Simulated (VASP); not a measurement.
Write the native input for VASP 6.6.1 that does the following.

* Task: single point
* Functional: LDA
* Potentials or basis: VASP PAW LDA potentials, release 64 (Ga_d, N)
* Cutoff: 520 eV
* k mesh: 18 × 18 × 10
* Occupations: gaussian, width 0.03 eV
* Spin: no spin polarisation
* Dipole correction: no
* Further INCAR settings: ALGO = Normal; EDIFF = 1e-06; NBANDS = 26

The structure of GaN lies in POSCAR:

```
GaN
1.0
    3.1520000000      0.0000000000      0.0000000000
   -1.5760000000      2.7297120727      0.0000000000
    0.0000000000      0.0000000000      5.1380000000
Ga N
2 2
Direct
    0.3333333333      0.6666666667      0.0001848834
    0.6666666667      0.3333333333      0.5001848834
    0.3333333333      0.6666666667      0.3766151166
    0.6666666667      0.3333333333      0.8766151166
```

One way to write it, as run:

INCAR

```
SYSTEM = GaN
  PREC = Accurate
  ENCUT = 520
  EDIFF = 1E-6
  ISMEAR = 0
  SIGMA = 0.03
  LREAL = .FALSE.
  LASPH = .TRUE.
  NELM = 80
  ALGO = Normal
  ISIF = 2
  LWAVE = .FALSE.
  LCHARG = .FALSE.
  GGA = CA
  NBANDS = 26
```

KPOINTS

```
Automatic mesh
0
G
  18 18 10
  0 0 0
```

Potentials or basis: VASP PAW LDA potentials, release 64 (Ga_d, N).

Command:

```bash
$ cat potpaw_LDA.64/Ga_d/POTCAR potpaw_LDA.64/N/POTCAR > POTCAR
$ mpirun -np 1 vasp_std > vasp.out
```

Results of the run:

```yaml
Pressure: 1.1 GPa
Band_gap_on_the_k_mesh: 2.15 eV
```

Wall time 100 s on 1 thread of Intel(R) Xeon(R) 6975P-C (Granite Rapids), with other jobs on the host, peak memory 0.3 GiB.
